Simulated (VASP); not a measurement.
# Al3Ni3O in VASP: single point with PBEsol

Aim: the single point of Al3Ni3O with PBEsol.

Everything below comes from runs of VASP 6.6.1. Logs are shortened: lines on timing, memory, paths and dates and some standing lists are left out, and cuts for length are marked.

## 1. The cell of the first run

The cell holds a slab with vacuum, 7 atoms: a = 2.862 Å, b = 2.862 Å, c = 26.155 Å, α = 90.00°, β = 90.00°, γ = 90.00°.

## 2. Single point, PBEsol

INCAR reads:

```
SYSTEM = Al3Ni3O
PREC = Accurate
ENCUT = 520
EDIFF = 1E-7
ISMEAR = 0
SIGMA = 0.1
LREAL = .FALSE.
LASPH = .TRUE.
NELM = 80
ALGO = Normal
ISIF = 2
LWAVE = .FALSE.
LCHARG = .TRUE.
LDIPOL = .TRUE.
IDIPOL = 3
DIPOL = 0.5 0.5 0.488
GGA = PS
LELF = .TRUE.
LVHAR = .TRUE.
LVACPOTAV = .TRUE.
NBANDS = 32
```

KPOINTS reads:

```
Automatic mesh
0
G
  10 10 1
  0 0 0
```

POSCAR reads:

```
Al3Ni3O
1.0
    2.8621655520      0.0000000000      0.0000000000
    0.0000000000      2.8621655520      0.0000000000
    0.0000000000      0.0000000000     26.1554138800
Ni Al O
3 3 1
Direct
    0.5000000000      0.5000000000      0.3249805198
    0.5000000000      0.5000000000      0.4344097021
    0.5000000000      0.5000000000      0.5416860445
    0.0000000000      0.0000000000      0.3796951110
    0.0000000000      0.0000000000      0.4896927292
    0.0000000000      0.0000000000      0.6058066431
    0.0000000000      0.5000000000      0.6404028422
```

Potentials or basis: VASP PAW PBE potentials, release 64 (Ni, Al, O).

The run is started by

```bash
cat potpaw_PBE.64/Ni/POTCAR potpaw_PBE.64/Al/POTCAR potpaw_PBE.64/O/POTCAR > POTCAR
mpirun -np 1 vasp_std > vasp.out
```

OUTCAR:

```text
SYSTEM = Al3Ni3O
   PREC = Accurate
   ENCUT = 520
   EDIFF = 1E-7
   ISMEAR = 0
   LREAL = .FALSE.
   LASPH = .TRUE.
   NELM = 80
   ISIF = 2
   GGA = PS

 ion  position               nearest neighbor table
   1  0.500  0.500  0.325-   4 2.48   4 2.48   4 2.48   4 2.48   2 2.86
   2  0.500  0.500  0.434-   4 2.48   4 2.48   4 2.48   4 2.48   5 2.49   5 2.49   5 2.49   5 2.49
                             3 2.81   1 2.86
   3  0.500  0.500  0.542-   5 2.44   5 2.44   5 2.44   5 2.44   6 2.63   6 2.63   6 2.63   6 2.63
                             2 2.81
   4  0.000  0.000  0.380-   2 2.48   2 2.48   2 2.48   2 2.48   1 2.48   1 2.48   1 2.48   1 2.48
                             5 2.88
   5  0.000  0.000  0.490-   3 2.44   3 2.44   3 2.44   3 2.44   2 2.49   2 2.49   2 2.49   2 2.49
                             4 2.88   6 3.04
   6  0.000  0.000  0.606-   7 1.69   7 1.69   3 2.63   3 2.63   3 2.63   3 2.63   5 3.04
   7  0.000  0.500  0.640-   6 1.69   6 1.69

  LATTYP: Found a simple tetragonal cell.
 ALAT       =     2.8621655520
 C/A-ratio  =     9.1383301926

  Lattice vectors:

 A1 = (   2.8621655520,   0.0000000000,   0.0000000000)
 A2 = (   0.0000000000,   2.8621655520,   0.0000000000)
 A3 = (   0.0000000000,   0.0000000000,  26.1554138800)

Analysis of symmetry for initial positions (statically):
=====================================================================
 Subroutine PRICEL returns:
 Original cell was already a primitive cell.

 Routine SETGRP: Setting up the symmetry group for a
 simple tetragonal supercell.

 Subroutine GETGRP returns: Found  4 space group operations
 (whereof  4 operations were pure point group operations)
 out of a pool of 16 trial point group operations.

The static configuration has the point symmetry C_2v.

Analysis of symmetry for dynamics (positions and initial velocities):
=====================================================================
 Subroutine PRICEL returns:
 Original cell was already a primitive cell.

 Routine SETGRP: Setting up the symmetry group for a
 simple tetragonal supercell.

 Subroutine GETGRP returns: Found  4 space group operations
 (whereof  4 operations were pure point group operations)
 out of a pool of 16 trial point group operations.

The dynamic configuration has the point symmetry C_2v.

 Subroutine INISYM returns: Found  4 space group operations
 (whereof  4 operations are pure point group operations),
 and found     1 'primitive' translations

----------------------------------------------------------------------------------------

                                     Primitive cell

  volume of cell :     214.2649

  direct lattice vectors                    reciprocal lattice vectors
     2.862165552  0.000000000  0.000000000     0.349385800  0.000000000  0.000000000
     0.000000000  2.862165552  0.000000000     0.000000000  0.349385800  0.000000000
     0.000000000  0.000000000 26.155413880     0.000000000  0.000000000  0.038233002

  length of vectors
     2.862165552  2.862165552 26.155413880     0.349385800  0.349385800  0.038233002

  position of ions in fractional coordinates (direct lattice)
     0.500000000  0.500000000  0.324980520
     0.500000000  0.500000000  0.434409702
     0.500000000  0.500000000  0.541686044
     0.000000000  0.000000000  0.379695111
     0.000000000  0.000000000  0.489692729
     0.000000000  0.000000000  0.605806643
     0.000000000  0.500000000  0.640402842

  ion indices of the primitive-cell ions
   primitive index   ion index
                 1           1
                 2           2
                 3           3
                 4           4
                 5           5
                 6           6
                 7           7

----------------------------------------------------------------------------------------

 KPOINTS: Automatic mesh

Automatic generation of k-mesh.
 Grid dimensions read from file:
 generate k-points for:   10   10    1

 Generating k-lattice:

  Cartesian coordinates                     Fractional coordinates (reciprocal lattice)
     0.034938580  0.000000000  0.000000000     0.100000000  0.000000000  0.000000000
     0.000000000  0.034938580  0.000000000     0.000000000  0.100000000  0.000000000
     0.000000000  0.000000000  0.038233002     0.000000000  0.000000000  1.000000000

  Length of vectors
     0.034938580  0.034938580  0.038233002

  Shift w.r.t. Gamma in fractional coordinates (k-lattice)
     0.000000000  0.000000000  0.000000000

 Subroutine IBZKPT returns following result:
 ===========================================

 Found     36 irreducible k-points:

 Following reciprocal coordinates:
            Coordinates               Weight
  0.000000  0.000000  0.000000      1.000000
  0.100000  0.000000  0.000000      2.000000
  0.000000  0.100000  0.000000      2.000000
  0.200000  0.000000  0.000000      2.000000
  0.000000  0.200000  0.000000      2.000000
  0.300000  0.000000  0.000000      2.000000
[... 16 lines left out ...]
 -0.200000  0.300000  0.000000      4.000000
  0.400000  0.200000  0.000000      4.000000
 [... further k-points ...]
   k-points           NKPTS =     36   k-points in BZ     NKDIM =     36   number of bands    NBANDS=     32
   number of dos      NEDOS =    301   number of ions     NIONS =      7
   total plane-waves  NPLWV = 112896
   dimension x,y,z NGX =    24 NGY =   24 NGZ =  196
   dimension x,y,z NGXF=    48 NGYF=   48 NGZF=  392
   ions per type =               3   3   1
   NGX,Y,Z   is equivalent  to a cutoff of  13.94, 13.94, 12.46 a.u.
   NGXF,Y,Z  is equivalent  to a cutoff of  27.88, 27.88, 24.92 a.u.
 SYSTEM =  Al3Ni3O
   PREC   = accura    normal or accurate (medium, high low for compatibility)
   ISTART =      0    job   : 0-new  1-cont  2-samecut
   ICHARG =      2    charge: 1-file 2-atom 10-const
   ISPIN  =      1    spin polarized calculation?
   LNONCOLLINEAR =      F non collinear calculations
   LSORBIT =      F    spin-orbit coupling
   LASPH  =      T    aspherical Exc in radial PAW
   ENCUT  =  520.0 eV  38.22 Ry    6.18 a.u.   5.32  5.32 48.63*2*pi/ulx,y,z
   NELM   =     80;   NELMIN=  2; NELMDL= -5     # of ELM steps
   EDIFF  = 0.1E-06   stopping-criterion for ELM
   LREAL  =      F    real-space projection
   EDIFFG = 0.1E-05   stopping-criterion for IOM
   NSW    =      0    number of steps for IOM
   IBRION =     -1    ionic relax: 0-MD 1-quasi-New 2-CG
   NFREE  =      0    steps in history (QN), initial steepest desc. (CG)
   ISIF   =      2    stress and relaxation
   ISYM   =      2    0-nonsym 1-usesym 2-fastsym
   POTIM  = 0.5000    time-step for ionic-motion
   TEBEG  =    0.0;   TEEND  =   0.0 temperature during run
   PSTRESS=    0.0 pullay stress
   NELECT =      45.0000    total number of electrons
   NUPDOWN=      -1.0000    fix difference up-down
   EMIN   =  10.00;   EMAX   =-10.00  energy-range for DOS
   EFERMI =   0.00;   METHOD = LEGACY
   ISMEAR =     0;   SIGMA  =   0.10  broadening in eV -4-tet -1-fermi 0-gaus
   EFERMI_NEDOS =   21; number of points for ismear=-14 and -15
   IALGO  =     38    algorithm
   IMIX   =      4    mixing-type and parameters
     AMIX     =   0.40;   BMIX     =  1.00
     AMIX_MAG =   1.60;   BMIX_MAG =  1.00
  volume/ion in A,a.u.               =      30.61       206.56
  Fermi-wavevector in a.u.,A,eV,Ry     =   0.973110  1.838911 12.883945  0.946943
  Thomas-Fermi vector in A             =   2.103463
   LORBIT       =      0    0 simple, 1 ext, 2 COOP (PROOUT), +10 PAW based schemes
   GGA     = PS    functional components
   LHFCALC =     F    Hartree Fock is set to
   AEXX    =    0.0000 exact exchange contribution
   IVDW    =     0    specifies the selected vdW correction
   LEPSILON=     F    determine dielectric tensor
   LRPA    =     F    only Hartree local field effects (RPA)
 non-spin polarized calculation
 Gauss-broadening in eV      SIGMA  =   0.10
  energy-cutoff  :      520.00
  volume of cell :      214.26
 maximum number of plane-waves:      5817
 NGX is ok and might be reduce to    24
   NGX = 11   NGY = 11   NGZ = 97

 dipolmoment           0.000000      0.000000     -0.279217 electrons x Angstroem

 number of electron      45.0000027 magnetization

 dipolmoment           0.000000      0.000000      0.123948 electrons x Angstroem

 Free energy of the ion-electron system (eV)
  ---------------------------------------------------
  ext. energy  EPLUGINS =         0.00000000
  ---------------------------------------------------
  free energy    TOTEN  =       -40.71880908 eV

  energy without entropy =      -40.70032828  energy(sigma->0) =      -40.70956868

 E-fermi :  -0.5476     XC(G=0):  -5.1167

 val. band max:       -0.5584800242   @ k =   0.5000   0.3000   0.0000
 cond. band min:      -0.5231170294   @ k =   0.4000   0.3000   0.0000
 fundamental gap:      0.0353629947
 Fermi energy:        -0.5475731906

 k-point     1 :       0.0000    0.0000    0.0000
  band No.  band energies     occupation
      1     -19.0155      2.00000
      2     -11.1623      2.00000
      3      -9.5399      2.00000
      4      -7.4069      2.00000
      5      -5.3572      2.00000
      6      -3.9546      2.00000
[... 24 lines left out ...]
     31       6.7829      0.00000
     32       7.3989      0.00000

 k-point     2 :       0.1000    0.0000    0.0000
  band No.  band energies     occupation
      1     -18.9702      2.00000
      2     -10.9793      2.00000
      3      -9.3697      2.00000
      4      -7.2604      2.00000
      5      -5.2537      2.00000
      6      -3.9281      2.00000
[... 24 lines left out ...]
     31       6.0676      0.00000
     32       6.9087      0.00000

 k-point     3 :       0.0000    0.1000    0.0000
  band No.  band energies     occupation
      1     -18.9586      2.00000
      2     -10.9793      2.00000
      3      -9.3707      2.00000
      4      -7.2659      2.00000
      5      -5.2591      2.00000
      6      -4.3278      2.00000
[... 24 lines left out ...]
     31       6.0740      0.00000
     32       6.9121      0.00000

 k-point     4 :       0.2000    0.0000    0.0000
  band No.  band energies     occupation
      1     -18.8483      2.00000
      2     -10.4364      2.00000
      3      -8.8694      2.00000
      4      -6.8524      2.00000
      5      -4.9607      2.00000
      6      -3.8577      2.00000
[... 24 lines left out ...]
     31       6.5383      0.00000
     32       6.7344      0.00000

 k-point     5 :       0.0000    0.2000    0.0000
  band No.  band energies     occupation
      1     -18.8047      2.00000
      2     -10.4367      2.00000
      3      -8.8747      2.00000
      4      -6.9003      2.00000
      5      -5.2533      2.00000
      6      -4.7632      2.00000
[... 584 lines left out ...]
     31       5.9764      0.00000
     32       6.6580      0.00000

 k-point    22 :       0.3000    0.2000    0.0000
  band No.  band energies     occupation
      1     -18.5020      2.00000
      2      -8.8771      2.00000
      3      -7.4735      2.00000
      4      -5.9401      2.00000
      5      -4.7208      2.00000
      6      -4.2570      2.00000
[... 24 lines left out ...]
     31       6.2475      0.00000
     32       6.7072      0.00000

 k-point    23 :      -0.2000    0.3000    0.0000
  band No.  band energies     occupation
      1     -18.4586      2.00000
      2      -8.8785      2.00000
      3      -7.4983      2.00000
      4      -6.2994      2.00000
      5      -5.2302      2.00000
      6      -4.1199      2.00000
[... 24 lines left out ...]
     31       6.0738      0.00000
     32       6.5934      0.00000

 k-point    24 :       0.4000    0.2000    0.0000
  band No.  band energies     occupation
      1     -18.3782      2.00000
      2      -7.7504      2.00000
      3      -6.5358      2.00000
      4      -5.5787      2.00000
      5      -5.0343      2.00000
      6      -4.7708      2.00000
[... 24 lines left out ...]
     31       6.2356      0.00000
     32       6.8725      0.00000

 [... further k-points ...]
[... 5 lines left out ...]
  --------------------------------------------------------------------------------------
  -------------------------------------------------------------------------------------
  Total       -0.4496719     -1.2618228     -0.6982621      0.0000000      0.0000000      0.0000000
  in kB       -3.3624454     -9.4353462     -5.2212915      0.0000000      0.0000000      0.0000000
  external PRESSURE =      -6.0063610 kB  Pullay stress =       0.0000000 kB

 VOLUME and BASIS-vectors are now :
 -----------------------------------------------------------------------------
  energy-cutoff  :      520.00
  volume of cell :      214.26
      direct lattice vectors                 reciprocal lattice vectors
     2.862165552  0.000000000  0.000000000     0.349385800  0.000000000  0.000000000
     0.000000000  2.862165552  0.000000000     0.000000000  0.349385800  0.000000000
     0.000000000  0.000000000 26.155413880     0.000000000  0.000000000  0.038233002

 POSITION                                       TOTAL-FORCE (eV/Angst)
 -----------------------------------------------------------------------------------
      1.43108      1.43108      8.50000         0.000000      0.000000      0.741309
      1.43108      1.43108     11.36217         0.000000      0.000000      0.235446
      1.43108      1.43108     14.16802         0.000000      0.000000      0.018929
      0.00000      0.00000      9.93108         0.000000      0.000000     -0.978568
      0.00000      0.00000     12.80812         0.000000      0.000000     -0.004899
      0.00000      0.00000     15.84512         0.000000      0.000000     -0.069133
      0.00000      1.43108     16.75000         0.000000      0.000000      0.056916
 -----------------------------------------------------------------------------------
    total drift:                                0.000000     -0.000000      0.002338

  FREE ENERGIE OF THE ION-ELECTRON SYSTEM (eV)
  ---------------------------------------------------
  free  energy   TOTEN  =       -40.7188090774 eV

  energy  without entropy=      -40.7003282751  energy(sigma->0) =      -40.70956868

 vacuum level on the upper side and lower side of the slab         6.959         4.221
```

Wall time 8 min (1 thread of Intel Xeon Platinum 8124M at 3.00GHz (Skylake/Cascade Lake), shared host); peak memory 0.46 GiB.

Results:

```
Free energy            : -40.7188 eV
Largest force          : 0.979 eV/Å
Band gap on the k mesh : zero (an odd number of electrons rules out a gap without spin polarisation)
```

Forces on the atoms (eV/Å):
```
Ni   0.000  0.000  0.741
Ni   0.000  0.000  0.235
Ni   0.000  0.000  0.019
Al   0.000  0.000 -0.979
Al   0.000  0.000 -0.005
Al   0.000  0.000 -0.069
O    0.000  0.000  0.057
```

Levels at points of the mesh, in eV from the Fermi level:
```
           k point  band 20  band 21  band 22  band 23  band 24  band 25  band 26  band 27
(0.00, 0.00, 0.00)    -0.89    -0.89    -0.66    -0.56     0.87     3.04     4.75     5.36
(0.50, 0.00, 0.00)    -0.96    -0.79    -0.75    -0.64    -0.21     0.30     2.31     3.88
(0.00, 0.50, 0.00)    -0.87    -0.79    -0.75    -0.58    -0.20     1.19     2.51     3.21
(0.50, 0.50, 0.00)    -0.61    -0.19     0.28     1.07     1.73     2.13     2.44     2.81
```

Caveat: the PAW data sets were made with another functional, which shifts forces and pressure a little; an odd number of electrons without spin polarisation forces a metal; a magnetic or distorted state may lie lower; the run has no spin polarisation, though such a crystal can be magnetic.

The gap in the log of VASP goes by the Fermi energy; the results here count the filled bands.